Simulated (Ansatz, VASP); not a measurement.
# One calculation of ZrC, two programs

INCAR

```
  PREC = Accurate
  ENCUT = 520
  EDIFF = 1E-6
  ISMEAR = 0
  SIGMA = 0.15
  LREAL = False
  LASPH = True
  NELM = 80
  ALGO = Normal
  ISIF = 2
  LWAVE = False
  LCHARG = False
  GGA = PE
  NBANDS = 15
```

File KPOINTS:

```
regular mesh
0
Gamma
  18 18 18
```

Contents of POSCAR:

```
ZrC
1.0
    0.0000000000      2.4442184000      2.1621932000
    2.4442184000      0.0000000000      2.1621932000
    2.4442184000      2.4442184000      0.0000000000
Zr C
1 1
Direct
    0.5000000000      0.5000000000      0.5000000000
    0.0000000000      0.0000000000      0.0000000000
```

Input for Ansatz:

```yaml
crystal:
  lattice:
    - [0.0, 2.4442184, 2.1621932]
    - [2.4442184, 0.0, 2.1621932]
    - [2.4442184, 2.4442184, 0.0]
  atoms:
    - { symbol: Zr, position: [0.5, 0.5, 0.5] }
    - { symbol: C, position: [0.0, 0.0, 0.0] }
basis:
  ecutwfc: 420
kpoints:
  mp_grid: { grid: [18, 18, 18] }
hamiltonian:
  xc: pbe
scf:
  occupations: { method: gaussian, width: 0.15 }
output:
  forces: true
  stress: true
  eigenvalues: true
```

Change from the starting cell: strain +0.040 along x and y, -0.080 along z, atoms carried along.

Alike in both runs: task single point; functional PBE; k mesh 18 × 18 × 18; occupations gaussian, width 0.15 eV; no spin polarisation.

|  | VASP | Ansatz |
| --- | --- | --- |
| version | VASP 6.6.1 | Ansatz 0.2.0 |
| potentials or method | VASP PAW PBE potentials, release 64 (Zr_sv, C), cutoff 520 eV | scalar-relativistic, plane waves, PAW |
| valence electrons in the cell | 16 | 16 |

|  | VASP | Ansatz | Ansatz less VASP |
| --- | --- | --- | --- |
| gap on the k mesh at the Fermi level (eV) | none | none | - |
| pressure (GPa) | 9.1 | 8.8 | -0.23 |
| traceless stress, the component that is largest in VASP (GPa) | 37.01 | 36.87 | -0.135 |

A gap of «none» marks a metal or a gap that the smearing closes. With one functional, cell and mesh, what is left measures potentials, basis and numerics.
